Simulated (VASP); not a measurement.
# CdS in VASP: notebook, part 2 of 2

VASP 6.6.1. Earlier steps stand in the parts before.

### Step 4. Single point, r2SCAN

This run uses another cell than the first one, of 19.40 Å³/atom.

Contents of POSCAR:

```
CdS
1.0
    3.3853881143      0.0000000000      0.0000000000
    0.0000000000      3.3853881143      0.0000000000
    0.0000000000      0.0000000000      3.3853881143
Cd S
1 1
Direct
    0.5000000000      0.5000000000      0.5000000000
    0.0000000000      0.0000000000      0.0000000000
```

Contents of INCAR.step1:

```
PREC = Accurate
ENCUT = 520
ISMEAR = 0
SIGMA = 0.1
LREAL = False
LASPH = True
NELM = 100
NBANDS = 16
GGA = PE
ALGO = Normal
EDIFF = 1E-4
LWAVE = True
LCHARG = False
```

Contents of INCAR.step2:

```
PREC = Accurate
ENCUT = 520
EDIFF = 1E-6
ISMEAR = 0
SIGMA = 0.1
LREAL = False
LASPH = True
NELM = 100
ALGO = Normal
ISIF = 2
LWAVE = False
LCHARG = False
METAGGA = R2SCAN
LMIXTAU = True
NBANDS = 16
ISTART = 1
```

Contents of KPOINTS:

```
regular mesh
0
Gamma
  16 16 16
```

Potentials or basis: VASP PAW PBE potentials, release 64 (Cd, S).

Run with:

```console
$ cat potpaw_PBE.64/Cd/POTCAR potpaw_PBE.64/S/POTCAR > POTCAR
$ cp INCAR.step1 INCAR
$ mpirun -np 1 vasp_std > vasp.out
$ cp INCAR.step2 INCAR
$ mpirun -np 1 vasp_std > vasp.out
```

OUTCAR:

```text
PREC = Accurate
   ENCUT = 520
   EDIFF = 1E-6
   ISMEAR = 0
   LREAL = False
   LASPH = True
   NELM = 100
   ISIF = 2
   METAGGA = R2SCAN
   ISTART = 1

 ion  position               nearest neighbor table
   1  0.500  0.500  0.500-   2 2.93   2 2.93   2 2.93   2 2.93   2 2.93   2 2.93   2 2.93   2 2.93

   2  0.000  0.000  0.000-   1 2.93   1 2.93   1 2.93   1 2.93   1 2.93   1 2.93   1 2.93   1 2.93

  LATTYP: Found a simple cubic cell.
 ALAT       =     3.3853881143

  Lattice vectors:

[... 644 lines left out ...]
------------------------ aborting loop because EDIFF is reached ----------------------------------------

  FORCE on cell =-STRESS in cart. coord.  units (eV):
  Direction    XX          YY          ZZ          XY          YZ          ZX
  --------------------------------------------------------------------------------------
  -------------------------------------------------------------------------------------
  Total        0.1044847      0.1044847      0.1044847      0.0000000      0.0000000     -0.0000000
  in kB        4.3145721      4.3145721      4.3145721      0.0000000      0.0000000     -0.0000000
  external PRESSURE =       4.3145721 kB  Pullay stress =       0.0000000 kB

 VOLUME and BASIS-vectors are now :
 -----------------------------------------------------------------------------
  energy-cutoff  :      520.00
  volume of cell :       38.80
      direct lattice vectors                 reciprocal lattice vectors
     3.385388114  0.000000000  0.000000000     0.295387107  0.000000000  0.000000000
     0.000000000  3.385388114  0.000000000     0.000000000  0.295387107  0.000000000
     0.000000000  0.000000000  3.385388114     0.000000000  0.000000000  0.295387107

 POSITION                                       TOTAL-FORCE (eV/Angst)
 -----------------------------------------------------------------------------------
      1.69269      1.69269      1.69269         0.000000      0.000000      0.000000
      0.00000      0.00000      0.00000         0.000000      0.000000      0.000000
 -----------------------------------------------------------------------------------
    total drift:                                0.000000      0.000000      0.000000

  FREE ENERGIE OF THE ION-ELECTRON SYSTEM (eV)
  ---------------------------------------------------
  free  energy   TOTEN  =       -28.3963043945 eV

  energy  without entropy=      -28.3905990081  energy(sigma->0) =      -28.39345170
```

OUTCAR.step1:

```text
PREC = Accurate
   ENCUT = 520
   ISMEAR = 0
   LREAL = False
   LASPH = True
[... 679 lines left out ...]
      1.69269      1.69269      1.69269         0.000000      0.000000      0.000000
      0.00000      0.00000      0.00000         0.000000      0.000000      0.000000
 -----------------------------------------------------------------------------------
    total drift:                                0.000000      0.000000      0.000000

  FREE ENERGIE OF THE ION-ELECTRON SYSTEM (eV)
  ---------------------------------------------------
  free  energy   TOTEN  =        -4.8618722967 eV

  energy  without entropy=       -4.8541874706  energy(sigma->0) =       -4.85802988
```

It took 9.3 min on 1 thread of Intel Xeon 8259CL, shared host; peak memory 0.21 GiB.

Results:

| Property | Result |
| --- | --- |
| Free energy | -28.3963 eV |
| Pressure | 0.4 GPa |
| Band gap on the k mesh | zero (bands 9 and 10 overlap by 0.52 eV) |

Levels at points of the mesh, in eV from the Fermi level:
| k point | band 5 | band 6 | band 7 | band 8 | band 9 | band 10 | band 11 | band 12 | band 13 | band 14 |
| --- | --- | --- | --- | --- | --- | --- | --- | --- | --- | --- |
| (0.00, 0.00, 0.00) | -8.63 | -8.63 | -1.26 | -1.26 | -1.26 | -0.48 | 7.09 | 7.09 | 12.65 | 12.65 |
| (0.50, 0.00, 0.00) | -8.90 | -8.60 | -6.07 | 0.00 | 0.00 | 3.96 | 4.99 | 7.76 | 7.76 | 7.83 |
| (0.50, 0.50, 0.00) | -8.44 | -8.20 | -4.58 | -4.58 | -0.70 | 0.05 | 8.40 | 8.40 | 9.37 | 11.70 |
| (0.50, 0.50, 0.50) | -8.43 | -8.43 | -2.15 | -2.15 | -2.15 | 2.13 | 2.13 | 2.13 | 3.32 | 18.70 |

Caveat: semilocal functionals underestimate gaps, so a narrow gap can read as zero; the PAW data sets were made with another functional, which shifts forces and pressure a little.

### Step 5. Relaxation of cell and atoms, r2SCAN

Contents of POSCAR:

```
CdS
1.0
    3.3614524370      0.0000000000      0.0000000000
    0.0000000000      3.3614524370      0.0000000000
    0.0000000000      0.0000000000      3.4467825434
Cd S
1 1
Direct
    0.5000000000      0.5000000000      0.5000000000
    0.0000000000      0.0000000000      0.0000000000
```

Contents of INCAR.step1:

```
PREC = Accurate
ENCUT = 600
ISMEAR = 0
SIGMA = 0.1
LREAL = F
LASPH = T
NELM = 80
GGA = PE
ALGO = Normal
EDIFF = 1E-4
LWAVE = T
LCHARG = F
```

Contents of INCAR.step2:

```
PREC = Accurate
ENCUT = 600
EDIFF = 1E-6
ISMEAR = 0
SIGMA = 0.1
LREAL = F
LASPH = T
NELM = 80
ALGO = Normal
ISIF = 3
LWAVE = F
LCHARG = F
METAGGA = R2SCAN
LMIXTAU = T
IBRION = 2
NSW = 90
EDIFFG = -0.04
ISTART = 1
```

Contents of KPOINTS:

```
Automatic mesh
0
Gamma
  6 6 6
```

Potentials or basis: VASP PAW PBE potentials, release 64 (Cd, S).

Run with:

```console
$ cat potpaw_PBE.64/Cd/POTCAR potpaw_PBE.64/S/POTCAR > POTCAR
$ cp INCAR.step1 INCAR
$ mpirun -np 1 vasp_std > vasp.out
$ cp INCAR.step2 INCAR
$ mpirun -np 1 vasp_std > vasp.out
```

OUTCAR:

```text
PREC = Accurate
   ENCUT = 600
   EDIFF = 1E-6
   ISMEAR = 0
   LREAL = F
   LASPH = T
   NELM = 80
   ISIF = 3
   METAGGA = R2SCAN
   IBRION = 2
   NSW = 90
   EDIFFG = -0.04
   ISTART = 1

 ion  position               nearest neighbor table
   1  0.500  0.500  0.500-   2 2.94   2 2.94   2 2.94   2 2.94   2 2.94   2 2.94   2 2.94   2 2.94

   2  0.000  0.000  0.000-   1 2.94   1 2.94   1 2.94   1 2.94   1 2.94   1 2.94   1 2.94   1 2.94

  LATTYP: Found a simple tetragonal cell.
 ALAT       =     3.3614524370
 C/A-ratio  =     1.0253848918

  Lattice vectors:

 A1 = (   3.3614524370,   0.0000000000,   0.0000000000)
 A2 = (   0.0000000000,   3.3614524370,   0.0000000000)
 A3 = (   0.0000000000,   0.0000000000,   3.4467825434)

Analysis of symmetry for initial positions (statically):
=====================================================================
 Subroutine PRICEL returns:
 Original cell was already a primitive cell.

 Routine SETGRP: Setting up the symmetry group for a
 simple tetragonal supercell.

 Subroutine GETGRP returns: Found 16 space group operations
 (whereof 16 operations were pure point group operations)
 out of a pool of 16 trial point group operations.

The static configuration has the point symmetry D_4h.

Analysis of symmetry for dynamics (positions and initial velocities):
=====================================================================
 Subroutine PRICEL returns:
 Original cell was already a primitive cell.

 Routine SETGRP: Setting up the symmetry group for a
 simple tetragonal supercell.

 Subroutine GETGRP returns: Found 16 space group operations
 (whereof 16 operations were pure point group operations)
 out of a pool of 16 trial point group operations.

The dynamic configuration has the point symmetry D_4h.

 Subroutine INISYM returns: Found 16 space group operations
 (whereof 16 operations are pure point group operations),
 and found     1 'primitive' translations

----------------------------------------------------------------------------------------

                                     Primitive cell

  volume of cell :      38.9464

  direct lattice vectors                    reciprocal lattice vectors
     3.361452437  0.000000000  0.000000000     0.297490451  0.000000000  0.000000000
     0.000000000  3.361452437  0.000000000     0.000000000  0.297490451  0.000000000
     0.000000000  0.000000000  3.446782543     0.000000000  0.000000000  0.290125643

  length of vectors
     3.361452437  3.361452437  3.446782543     0.297490451  0.297490451  0.290125643

  position of ions in fractional coordinates (direct lattice)
     0.500000000  0.500000000  0.500000000
     0.000000000  0.000000000  0.000000000

  ion indices of the primitive-cell ions
   primitive index   ion index
                 1           1
                 2           2

----------------------------------------------------------------------------------------

 KPOINTS: Automatic mesh

Automatic generation of k-mesh.
 Grid dimensions read from file:
 generate k-points for:    6    6    6
[... 54 lines left out ...]
 SYSTEM =  unknown system
   PREC   = accura    normal or accurate (medium, high low for compatibility)
   ISTART =      1    job   : 0-new  1-cont  2-samecut
   ICHARG =      0    charge: 1-file 2-atom 10-const
   ISPIN  =      1    spin polarized calculation?
   LNONCOLLINEAR =      F non collinear calculations
   LSORBIT =      F    spin-orbit coupling
   LASPH  =      T    aspherical Exc in radial PAW
   ENCUT  =  600.0 eV  44.10 Ry    6.64 a.u.   6.71  6.71  6.88*2*pi/ulx,y,z
   NELM   =     80;   NELMIN=  2; NELMDL=  0     # of ELM steps
   EDIFF  = 0.1E-05   stopping-criterion for ELM
   LREAL  =      F    real-space projection
   EDIFFG = -.4E-01   stopping-criterion for IOM
   NSW    =     90    number of steps for IOM
   IBRION =      2    ionic relax: 0-MD 1-quasi-New 2-CG
   NFREE  =      1    steps in history (QN), initial steepest desc. (CG)
   ISIF   =      3    stress and relaxation
   ISYM   =      2    0-nonsym 1-usesym 2-fastsym
   POTIM  = 0.5000    time-step for ionic-motion
   TEBEG  =    0.0;   TEEND  =   0.0 temperature during run
   PSTRESS=    0.0 pullay stress
   NELECT =      18.0000    total number of electrons
   NUPDOWN=      -1.0000    fix difference up-down
   EMIN   =  10.00;   EMAX   =-10.00  energy-range for DOS
   EFERMI =   0.00;   METHOD = LEGACY
   ISMEAR =     0;   SIGMA  =   0.10  broadening in eV -4-tet -1-fermi 0-gaus
   EFERMI_NEDOS =   21; number of points for ismear=-14 and -15
   IALGO  =     38    algorithm
   IMIX   =      4    mixing-type and parameters
     AMIX     =   0.40;   BMIX     =  1.00
     AMIX_MAG =   1.60;   BMIX_MAG =  1.00
  volume/ion in A,a.u.               =      19.47       131.41
  Fermi-wavevector in a.u.,A,eV,Ry     =   1.265736  2.391894 21.797718  1.602087
  Thomas-Fermi vector in A             =   2.398973
   LORBIT       =      0    0 simple, 1 ext, 2 COOP (PROOUT), +10 PAW based schemes
   METAGGA = R2SCAN    functional components
   LHFCALC =     F    Hartree Fock is set to
   AEXX    =    0.0000 exact exchange contribution
   IVDW    =     0    specifies the selected vdW correction
   LEPSILON=     F    determine dielectric tensor
   LRPA    =     F    only Hartree local field effects (RPA)
 conjugate gradient relaxation of ions
 non-spin polarized calculation
 Gauss-broadening in eV      SIGMA  =   0.10
  energy-cutoff  :      600.00
  volume of cell :       38.95
 maximum number of plane-waves:      1336
 NGX is ok and might be reduce to    28
   NGX = 13   NGY = 13   NGZ = 13

--------------------------------------- Ionic step        1  -------------------------------------------

 number of electron      17.9999996 magnetization

 Free energy of the ion-electron system (eV)
  ---------------------------------------------------
  ext. energy  EPLUGINS =         0.00000000
  ---------------------------------------------------
  free energy    TOTEN  =       -28.40353094 eV

  energy without entropy =      -28.39738080  energy(sigma->0) =      -28.40045587

------------------------ aborting loop because EDIFF is reached ----------------------------------------

  FORCE on cell =-STRESS in cart. coord.  units (eV):
  Direction    XX          YY          ZZ          XY          YZ          ZX
  --------------------------------------------------------------------------------------
  -------------------------------------------------------------------------------------
  Total        0.2208505      0.2208505     -0.3531373      0.0000000      0.0000000      0.0000000
  in kB        9.0853371      9.0853371    -14.5273489      0.0000000      0.0000000      0.0000000
  external PRESSURE =       1.2144418 kB  Pullay stress =       0.0000000 kB
[... 59 lines left out ...]
--------------------------------------- Ionic step        3  -------------------------------------------

 number of electron      17.9999994 magnetization

 Free energy of the ion-electron system (eV)
  ---------------------------------------------------
  ext. energy  EPLUGINS =         0.00000000
  ---------------------------------------------------
  free energy    TOTEN  =       -28.40664366 eV

  energy without entropy =      -28.39907972  energy(sigma->0) =      -28.40286169

 E-fermi :   3.8990     XC(G=0): -11.3022

 val. band max:        3.8977824079   @ k =   0.5000   0.0000   0.5000
 cond. band min:       4.4273867033   @ k =   0.5000   0.0000   0.3333
 fundamental gap:      0.5296042955
 Fermi energy:         3.8990327471

 k-point     1 :       0.0000    0.0000    0.0000
  band No.  band energies     occupation
      1     -10.1118      2.00000
      2      -5.3555      2.00000
      3      -5.3442      2.00000
      4      -4.7758      2.00000
      5      -4.7758      2.00000
      6      -4.7728      2.00000
      7       2.5358      2.00000
      8       2.6160      2.00000
      9       2.6160      2.00000
     10       3.3322      2.00000
     11      10.9141      0.00000
     12      10.9592      0.00000
     13      16.3705      0.00000
[... 354 lines left out ...]
  band No.  band energies     occupation
      1      -8.7465      2.00000
      2      -5.1713      2.00000
      3      -4.9663      2.00000
      4      -4.8885      2.00000
      5      -4.7393      2.00000
      6      -4.6282      2.00000
      7      -1.3036      2.00000
      8       0.2393      2.00000
      9       3.8874      1.13027
     10       4.4274      0.00000
     11      10.7726      0.00000
     12      12.2383      0.00000
     13      13.6501      0.00000

 [... further k-points ...]

------------------------ aborting loop because EDIFF is reached ----------------------------------------

  FORCE on cell =-STRESS in cart. coord.  units (eV):
  Direction    XX          YY          ZZ          XY          YZ          ZX
  --------------------------------------------------------------------------------------
  -------------------------------------------------------------------------------------
  Total       -0.0160463     -0.0160463     -0.0415550      0.0000000      0.0000000      0.0000000
  in kB       -0.6582380     -0.6582380     -1.7046329      0.0000000      0.0000000      0.0000000
  external PRESSURE =      -1.0070363 kB  Pullay stress =       0.0000000 kB
[... 17 lines left out ...]
  FREE ENERGIE OF THE ION-ELECTRON SYSTEM (eV)
  ---------------------------------------------------
  free  energy   TOTEN  =       -28.4066436609 eV

  energy  without entropy=      -28.3990797182  energy(sigma->0) =      -28.40286169

 reached required accuracy - stopping structural energy minimisation
```

Wall time 4.8 min (1 thread of Intel Xeon 8259CL, shared host); peak memory 0.15 GiB.

What came out:

```yaml
Free_energy: -28.4066 eV
Relaxed_volume: 19.53 Å³/atom
Relaxed_cell: a = 3.386 Å, b = 3.386 Å, c = 3.406 Å, α = 90.00°, β = 90.00°, γ = 90.00°
Space_group_after_relaxing_to_0.1_Å: Pm-3m (No. 221)
Energy_gained_by_relaxing: 1.6 meV/atom
Ionic_steps: 3
Pressure_after_relaxing: -0.1 GPa
Band_gap_on_the_k_mesh: zero (bands 9 and 10 overlap by 0.56 eV)
```

Stress tensor (GPa, compression positive):
```
-0.07  0.00  0.00
 0.00 -0.07  0.00
 0.00  0.00 -0.17
```

Step by step:
```tsv
step	energy change (eV)	largest force (eV/Å)	pressure (GPa)	volume (Å³)
1	0.0000	0.0000	0.12	38.95
2	-0.0029	0.0000	-0.04	39.03
3	-0.0031	0.0000	-0.10	39.06
```

Final structure:
```
Cd S
1.0
     3.38633    0.00000    0.00000
     0.00000    3.38633    0.00000
     0.00000    0.00000    3.40599
Cd S
1 1
Direct
  0.50000 0.50000 0.50000
  0.00000 0.00000 0.00000
```

Levels at points of the mesh, in eV from the Fermi level:
```tsv
k point	band 6	band 7	band 8	band 9	band 10	band 11	band 12	band 13
(0.00, 0.00, 0.00)	-8.67	-1.36	-1.28	-1.28	-0.57	7.02	7.06	12.47
(0.50, 0.00, 0.00)	-8.65	-6.09	-0.09	-0.04	3.86	4.88	7.61	7.79
(0.50, 0.50, 0.00)	-8.27	-4.59	-4.59	-0.72	-0.05	8.25	8.25	9.27
(0.00, 0.00, 0.50)	-8.65	-6.12	-0.06	-0.06	3.92	4.90	7.72	7.72
(0.50, 0.00, 0.50)	-8.26	-4.62	-4.59	-0.77	0.00	8.30	8.36	9.30
(0.50, 0.50, 0.50)	-8.48	-2.21	-2.21	-2.17	2.08	2.08	2.10	3.23
```

Caveat: semilocal functionals underestimate gaps, so a narrow gap can read as zero; the PAW data sets were made with another functional, which shifts forces and pressure a little.

### Step 6. Summary

| task | cell | k mesh | cutoff (eV) | gap on the mesh (eV) | pressure (GPa) |
| --- | --- | --- | --- | --- | --- |
| single point | a = 3.361, b = 3.361, c = 3.447 Å, 2 atoms | 6 × 6 × 4 | 520 | none | 0.3 |
| single point | a = 3.395, b = 3.395, c = 3.359 Å, 2 atoms | 6 × 6 × 6 | 520 | none | 0.6 |
| single point | a = 3.385 Å, 2 atoms | 16 × 16 × 16 | 520 | none | 0.4 |
| relaxation of cell and atoms | relaxed from a = 3.361, b = 3.361, c = 3.447 Å, 2 atoms | 6 × 6 × 6 | 600 | none | -0.1 |

Alike in all rows: level r2SCAN; potentials or basis VASP PAW PBE potentials, release 64 (Cd, S); no spin polarisation; smearing gaussian 0.1 eV.

Caveats: some runs use coarse meshes; semilocal functionals underestimate gaps, so a narrow gap can read as zero; the PAW data sets were made with another functional, which shifts forces and pressure a little.

Total energies depend on the potentials used, so only differences within one code and one set of settings carry meaning.
